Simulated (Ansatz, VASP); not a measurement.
Two plane-wave programs on NaI

```xyz
2
Lattice="0.0000 3.4645 3.6752 3.4645 0.0000 3.6752 3.4645 3.4645 0.0000" Properties=species:S:1:pos:R:3 pbc="T T T"
Na    0.0000    0.0000    0.0000
I     1.7323    1.7323    1.8376
```

Change from the starting cell: epitaxial_xy strain -2.2%.

Alike in both runs: task single point; functional HSE06; k mesh 4 × 4 × 4; no spin polarisation.

|  | VASP | Ansatz |
| --- | --- | --- |
| version | VASP 6.6.1 | Ansatz 0.2.0 |
| potentials or method | VASP PAW PBE potentials, release 64 (Na_pv, I) | plane waves, PAW |
| plane-wave cutoff (eV) | 400 | 420 |
| occupations | gaussian, width 0.01 eV | fixed |
| valence electrons in the cell | 14 | 26 |

VASP gave:

* gap on the k mesh at the Fermi level (eV): 4.78
* pressure (GPa): 0.2
* traceless stress, the component that is largest in VASP (GPa): -0.08

Task: Which values does Ansatz return?

Result: gap on the k mesh at the Fermi level (eV): 4.79; pressure (GPa): 0.3; traceless stress, the component that is largest in VASP (GPa): -0.08.

VASP's potentials hold 14 valence electrons a cell and Ansatz's 26, so a difference there can come from the potentials and not from the codes. Ansatz's warnings: stress exchange threshold loose, stress scf threshold loose.

Neither program's run includes spin-orbit coupling.
